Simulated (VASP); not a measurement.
# NaCl in VASP: a series of runs, part 3 of 3

VASP 6.6.1. The steps go on from the part before.

### Step 5. Electric field gradients, PBE (volume scaled by 0.98)

Contents of INCAR:

```
SYSTEM = NaCl
PREC     = Accurate       ! precision mode
ENCUT    = 400            ! plane-wave cutoff, eV
EDIFF    = 1E-8           ! SCF threshold, eV
ISMEAR   = -1             ! smearing method
SIGMA    = 0.02           ! smearing width, eV
LREAL    = .FALSE.        ! projectors in reciprocal space
LASPH    = .TRUE.         ! aspherical terms in the spheres
NELM     = 120            ! most SCF steps
ALGO     = Normal         ! electronic algorithm
ISIF     = 2              ! what is computed and relaxed
LWAVE    = .FALSE.        ! write WAVECAR
LCHARG   = .FALSE.        ! write CHGCAR
GGA      = PE             ! functional
LEFG     = .TRUE.       
NBANDS   = 14             ! bands
GGA_COMPAT= .FALSE.
```

Contents of KPOINTS:

```
Automatic mesh
0
G
  8 8 8
  0 0 0
```

Contents of POSCAR:

```
NaCl
1.0
    2.8408047908      0.0000000000      0.0000000000
    0.0000000000      2.8408047908      0.0000000000
    0.0000000000      0.0000000000      2.8408047908
Na Cl
1 1
Direct
    0.0000000000      0.0000000000      0.0000000000
    0.5000000000      0.5000000000      0.5000000000
```

Potentials or basis: VASP PAW PBE potentials, release 64 (Na_pv, Cl).

Started as:

```
$ cat potpaw_PBE.64/Na_pv/POTCAR potpaw_PBE.64/Cl/POTCAR > POTCAR
$ mpirun -np 1 vasp_std > vasp.out
```

OUTCAR:

```text
SYSTEM = NaCl
   PREC = Accurate
   ENCUT = 400
   EDIFF = 1E-8
   ISMEAR = -1
   LREAL = .FALSE.
   LASPH = .TRUE.
   NELM = 120
   ISIF = 2
   GGA = PE

 ion  position               nearest neighbor table
   1  0.000  0.000  0.000-   2 2.46   2 2.46   2 2.46   2 2.46   2 2.46   2 2.46   2 2.46   2 2.46

   2  0.500  0.500  0.500-   1 2.46   1 2.46   1 2.46   1 2.46   1 2.46   1 2.46   1 2.46   1 2.46

  LATTYP: Found a simple cubic cell.
 ALAT       =     2.8408047908

  Lattice vectors:

 A1 = (   2.8408047908,   0.0000000000,   0.0000000000)
[... 622 lines left out ...]
  free  energy   TOTEN  =        -3.9990924205 eV

  energy  without entropy=       -3.9990924204  energy(sigma->0) =       -3.99909242

 Electric field gradients (V/A^2)
---------------------------------------------------------------------
 ion       V_xx      V_yy      V_zz      V_xy      V_xz      V_yz
---------------------------------------------------------------------
   1      -0.000    -0.000    -0.000    -0.000    -0.000    -0.000
   2      -0.000    -0.000     0.000     0.000     0.000     0.000
---------------------------------------------------------------------

 Electric field gradients after diagonalization (V/A^2)
 (convention: |V_zz| > |V_xx| > |V_yy|)
----------------------------------------------------------------------
 ion       V_xx      V_yy      V_zz     asymmetry (V_yy - V_xx)/ V_zz
----------------------------------------------------------------------
   1      -0.000    -0.000    -0.000      -0.177
   2      -0.000    -0.000     0.000       0.322
----------------------------------------------------------------------

           NMR quadrupolar parameters

 Cq : quadrupolar parameter    Cq=e*Q*V_zz/h
 eta: asymmetry parameters     (V_yy - V_xx)/ V_zz
 Q  : nuclear electric quadrupole moment in mb (millibarn)
----------------------------------------------------------------------
 ion       Cq(MHz)       eta       Q (mb)
----------------------------------------------------------------------
   1      -0.000      -0.177       1.000
   2       0.000       0.322       1.000
----------------------------------------------------------------------
```

OSZICAR:

```text
N       E                     dE             d eps       ncg     rms          rms(c)
DAV:   1     0.955160752742E+02    0.95516E+02   -0.63974E+03  1008   0.103E+03
DAV:   2     0.364510606442E+00   -0.95152E+02   -0.87168E+02  1142   0.286E+02
DAV:   3    -0.428035175090E+01   -0.46449E+01   -0.46284E+01  1226   0.597E+01
DAV:   4    -0.432505355957E+01   -0.44702E-01   -0.44695E-01  1160   0.604E+00
DAV:   5    -0.432567222189E+01   -0.61866E-03   -0.61865E-03  1244   0.731E-01    0.605E+00
DAV:   6    -0.405597676748E+01    0.26970E+00   -0.23086E-01  1354   0.594E+00    0.406E+00
DAV:   7    -0.400024750102E+01    0.55729E-01   -0.13995E-01  1306   0.393E+00    0.188E+00
DAV:   8    -0.399921926481E+01    0.10282E-02   -0.10729E-02  1046   0.116E+00    0.304E-01
DAV:   9    -0.399908225657E+01    0.13701E-03   -0.25084E-04  1310   0.286E-01    0.697E-02
DAV:  10    -0.399909059519E+01   -0.83386E-05   -0.39866E-05  1220   0.126E-01    0.197E-02
DAV:  11    -0.399909217621E+01   -0.15810E-05   -0.59257E-06  1202   0.269E-02    0.841E-03
DAV:  12    -0.399909242255E+01   -0.24634E-06   -0.44171E-07  1202   0.593E-03    0.517E-04
DAV:  13    -0.399909245787E+01   -0.35323E-07   -0.33416E-08  1238   0.141E-03    0.133E-03
DAV:  14    -0.399909241752E+01    0.40355E-07   -0.32928E-09   864   0.452E-04    0.286E-05
DAV:  15    -0.399909242045E+01   -0.29349E-08   -0.46826E-10   682   0.223E-04
   1 F= -.39990924E+01 E0= -.39990924E+01  d E =-.115914E-11
```

stdout:

```text
POSCAR found type information on POSCAR NaCl
 POSCAR found :  2 types and       2 ions
 scaLAPACK will be used
 LDA part: xc-table for (Slater+PW92), standard interpolation
 POSCAR, INCAR and KPOINTS ok, starting setup
 FFT: planning ... GRIDC
 FFT: planning ... GRID_SOFT
 FFT: planning ... GRID
 WAVECAR not read
 entering main loop
ion   1

ion   2
```

It took 9.3 s on 1 thread of Intel Xeon Platinum 8488C (Sapphire Rapids), shared host; peak memory 0.12 GiB.

What came out:

* Free energy: -3.9991 eV
* Pressure: 70.2 GPa
* Band gap on the k mesh: 4.33 eV, direct

Levels at points of the mesh, in eV from the valence-band top:
```tsv
k point	band 3	band 4	band 5	band 6	band 7	band 8	band 9	band 10	band 11	band 12
(0.00, 0.00, 0.00)	-22.78	-17.16	-1.30	-1.30	-1.30	6.56	6.56	7.62	17.88	17.88
(0.50, 0.00, 0.00)	-22.74	-15.43	-7.08	-0.81	-0.81	9.19	9.39	12.77	12.77	13.95
(0.50, 0.50, 0.00)	-22.71	-14.67	-5.48	-5.48	0.00	4.33	10.75	12.78	12.78	15.82
(0.50, 0.50, 0.50)	-22.97	-13.41	-4.92	-4.92	-4.92	6.28	6.28	6.28	17.31	23.57
```

Caveat: without QUAD_EFG the Cq values of the log hold for a quadrupole moment of 1 mb, not for the nuclei. A k mesh can miss the band edges.

### Step 6. Electric field gradients, PBE (volume scaled by 0.97)

Contents of INCAR:

```
SYSTEM = NaCl
PREC     = Accurate       ! precision mode
ENCUT    = 400            ! plane-wave cutoff, eV
EDIFF    = 1E-8           ! SCF threshold, eV
ISMEAR   = -1             ! smearing method
SIGMA    = 0.02           ! smearing width, eV
LREAL    = .False.        ! projectors in reciprocal space
LASPH    = .True.         ! aspherical terms in the spheres
NELM     = 120            ! most SCF steps
ALGO     = Normal         ! electronic algorithm
ISIF     = 2              ! what is computed and relaxed
LWAVE    = .False.        ! write WAVECAR
LCHARG   = .False.        ! write CHGCAR
GGA      = PE             ! functional
LEFG     = .True.       
NBANDS   = 14             ! bands
GGA_COMPAT= .False.
```

Contents of KPOINTS:

```
Automatic mesh
0
Gamma
  8 8 8
  0 0 0
```

Contents of POSCAR:

```
NaCl
1.0
    2.8311091358      0.0000000000      0.0000000000
    0.0000000000      2.8311091358      0.0000000000
    0.0000000000      0.0000000000      2.8311091358
Na Cl
1 1
Direct
    0.0000000000      0.0000000000      0.0000000000
    0.5000000000      0.5000000000      0.5000000000
```

Potentials or basis: VASP PAW PBE potentials, release 64 (Na_pv, Cl).

Started as:

```
$ cat potpaw_PBE.64/Na_pv/POTCAR potpaw_PBE.64/Cl/POTCAR > POTCAR
$ mpirun -np 1 vasp_std > vasp.out
```

OUTCAR:

```text
SYSTEM = NaCl
   PREC = Accurate
   ENCUT = 400
   EDIFF = 1E-8
   ISMEAR = -1
   LREAL = .False.
   LASPH = .True.
   NELM = 120
   ISIF = 2
   GGA = PE

 ion  position               nearest neighbor table
   1  0.000  0.000  0.000-   2 2.45   2 2.45   2 2.45   2 2.45   2 2.45   2 2.45   2 2.45   2 2.45

   2  0.500  0.500  0.500-   1 2.45   1 2.45   1 2.45   1 2.45   1 2.45   1 2.45   1 2.45   1 2.45

  LATTYP: Found a simple cubic cell.
 ALAT       =     2.8311091358

  Lattice vectors:

 A1 = (   2.8311091358,   0.0000000000,   0.0000000000)
 A2 = (   0.0000000000,   2.8311091358,   0.0000000000)
 A3 = (   0.0000000000,   0.0000000000,   2.8311091358)

Analysis of symmetry for initial positions (statically):
=====================================================================
 Subroutine PRICEL returns:
 Original cell was already a primitive cell.

 Routine SETGRP: Setting up the symmetry group for a
 simple cubic supercell.

 Subroutine GETGRP returns: Found 48 space group operations
[... 596 lines left out ...]
     2.831109136  0.000000000  0.000000000     0.353218457  0.000000000  0.000000000
     0.000000000  2.831109136  0.000000000     0.000000000  0.353218457  0.000000000
     0.000000000  0.000000000  2.831109136     0.000000000  0.000000000  0.353218457

 POSITION                                       TOTAL-FORCE (eV/Angst)
 -----------------------------------------------------------------------------------
      0.00000      0.00000      0.00000         0.000000      0.000000      0.000000
      1.41555      1.41555      1.41555         0.000000      0.000000      0.000000
 -----------------------------------------------------------------------------------
    total drift:                               -0.000000     -0.000000     -0.000000

  FREE ENERGIE OF THE ION-ELECTRON SYSTEM (eV)
  ---------------------------------------------------
  free  energy   TOTEN  =        -3.8939251707 eV

  energy  without entropy=       -3.8939251707  energy(sigma->0) =       -3.89392517

 Electric field gradients (V/A^2)
---------------------------------------------------------------------
 ion       V_xx      V_yy      V_zz      V_xy      V_xz      V_yz
---------------------------------------------------------------------
   1       0.000     0.000    -0.000    -0.000    -0.000     0.000
   2      -0.000    -0.000     0.000     0.000     0.000     0.000
---------------------------------------------------------------------

 Electric field gradients after diagonalization (V/A^2)
 (convention: |V_zz| > |V_xx| > |V_yy|)
----------------------------------------------------------------------
 ion       V_xx      V_yy      V_zz     asymmetry (V_yy - V_xx)/ V_zz
----------------------------------------------------------------------
   1       0.000     0.000    -0.000       0.143
   2       0.000    -0.000    -0.000       0.920
----------------------------------------------------------------------

           NMR quadrupolar parameters

 Cq : quadrupolar parameter    Cq=e*Q*V_zz/h
 eta: asymmetry parameters     (V_yy - V_xx)/ V_zz
 Q  : nuclear electric quadrupole moment in mb (millibarn)
----------------------------------------------------------------------
 ion       Cq(MHz)       eta       Q (mb)
----------------------------------------------------------------------
   1      -0.000       0.143       1.000
   2      -0.000       0.920       1.000
----------------------------------------------------------------------
```

OSZICAR:

```text
N       E                     dE             d eps       ncg     rms          rms(c)
DAV:   1     0.889780965582E+02    0.88978E+02   -0.62629E+03  1014   0.104E+03
DAV:   2    -0.269899566882E+00   -0.89248E+02   -0.81244E+02  1132   0.270E+02
DAV:   3    -0.418944748134E+01   -0.39195E+01   -0.39051E+01  1274   0.538E+01
DAV:   4    -0.422591614437E+01   -0.36469E-01   -0.36462E-01  1136   0.552E+00
DAV:   5    -0.422641929912E+01   -0.50315E-03   -0.50314E-03  1268   0.654E-01    0.619E+00
DAV:   6    -0.395226361988E+01    0.27416E+00   -0.23427E-01  1358   0.604E+00    0.415E+00
DAV:   7    -0.389511346562E+01    0.57150E-01   -0.14151E-01  1312   0.401E+00    0.190E+00
DAV:   8    -0.389404622332E+01    0.10672E-02   -0.10896E-02  1100   0.117E+00    0.305E-01
DAV:   9    -0.389391486957E+01    0.13135E-03   -0.24455E-04  1254   0.285E-01    0.641E-02
DAV:  10    -0.389392322427E+01   -0.83547E-05   -0.38126E-05  1276   0.127E-01    0.182E-02
DAV:  11    -0.389392492932E+01   -0.17051E-05   -0.60555E-06  1148   0.274E-02    0.811E-03
DAV:  12    -0.389392515720E+01   -0.22788E-06   -0.40995E-07  1214   0.585E-03    0.969E-04
DAV:  13    -0.389392521107E+01   -0.53869E-07   -0.41171E-08  1256   0.158E-03    0.145E-03
DAV:  14    -0.389392517176E+01    0.39307E-07   -0.31369E-09   852   0.445E-04    0.127E-04
DAV:  15    -0.389392517072E+01    0.10407E-08   -0.52640E-10   700   0.214E-04
   1 F= -.38939252E+01 E0= -.38939252E+01  d E =-.675798E-12
```

Wall time 6.8 s (1 thread of Intel Xeon 6975P-C (Granite Rapids), shared host); peak memory 0.12 GiB.

What came out:

- Free energy: -3.8939 eV
- Pressure: 73.1 GPa
- Band gap on the k mesh: 4.29 eV, direct

Levels at points of the mesh, in eV from the valence-band top:
| k point | band 5 | band 6 | band 7 | band 8 | band 9 | band 10 |
| --- | --- | --- | --- | --- | --- | --- |
| (0.00, 0.00, 0.00) | -1.31 | -1.31 | -1.31 | 6.50 | 6.50 | 7.72 |
| (0.50, 0.00, 0.00) | -7.17 | -0.83 | -0.83 | 9.15 | 9.44 | 12.77 |
| (0.50, 0.50, 0.00) | -5.55 | -5.55 | 0.00 | 4.29 | 10.76 | 12.76 |
| (0.50, 0.50, 0.50) | -5.00 | -5.00 | -5.00 | 6.25 | 6.25 | 6.25 |

Caveat: without QUAD_EFG the Cq values of the log hold for a quadrupole moment of 1 mb, not for the nuclei.

### Step 7. Overview

| cell | cutoff (eV) | gap on the mesh (eV) | pressure (GPa) |
| --- | --- | --- | --- |
| a = 2.860, b = 2.860, c = 2.774 Å, 2 atoms | 520 | 4.00 | 73.5 |
| a = 2.802 Å, 2 atoms | 400 | 4.15 | 82.4 |
| a = 2.841 Å, 2 atoms | 400 | 4.33 | 70.2 |
| a = 2.831 Å, 2 atoms | 400 | 4.29 | 73.1 |

Alike in all rows: task electric field gradients; level PBE; potentials or basis VASP PAW PBE potentials, release 64 (Na_pv, Cl); no spin polarisation; k mesh 8 × 8 × 8; smearing fermi-dirac 0.02 eV.

Total energies depend on the potentials used, so only differences within one code and one set of settings carry meaning.
